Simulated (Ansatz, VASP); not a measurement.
Ag in VASP and in Ansatz

```xyz
3
Lattice="-2.8645 2.8645 2.8645 2.8645 -2.8645 2.8645 2.8645 2.8645 -2.8645" Properties=species:S:1:pos:R:3 pbc="T T T"
Ag    2.8645    0.0000    0.0000
Ag    0.0000    2.8645    0.0000
Ag    0.0000    0.0000    2.8645
```

Alike in both runs: task relaxation of cell and atoms; functional PBE; k mesh 4 × 4 × 4; occupations gaussian, width 0.1 eV; no spin polarisation.

|  | VASP | Ansatz |
| --- | --- | --- |
| version | VASP 6.6.1 | Ansatz 0.2.0 |
| potentials or method | VASP PAW PBE potentials, release 64 (Ag), cutoff 600 eV | scalar-relativistic, plane waves, PAW |
| valence electrons in the cell | 33 | 57 |

|  | VASP | Ansatz | Ansatz less VASP |
| --- | --- | --- | --- |
| gap on the k mesh at the Fermi level, each at its own relaxed structure (eV) | none | none | - |
| relaxed volume (Å³/atom) | 25.49 | 25.41 | -0.078 |
| relaxed length of the cell vector where the two differ most in proportion (Å) | 4.631 | 4.626 | -0.0047 |

A gap of «none» marks a metal or a gap that the smearing closes. VASP's potentials hold 33 valence electrons a cell and Ansatz's 57, so a difference there can come from the potentials and not from the codes.

The k mesh is coarse, so the values compare programs but aren't converged. Noted on VASP's run: the volume moved by over 15 % at a fixed basis, so the end points are rough.
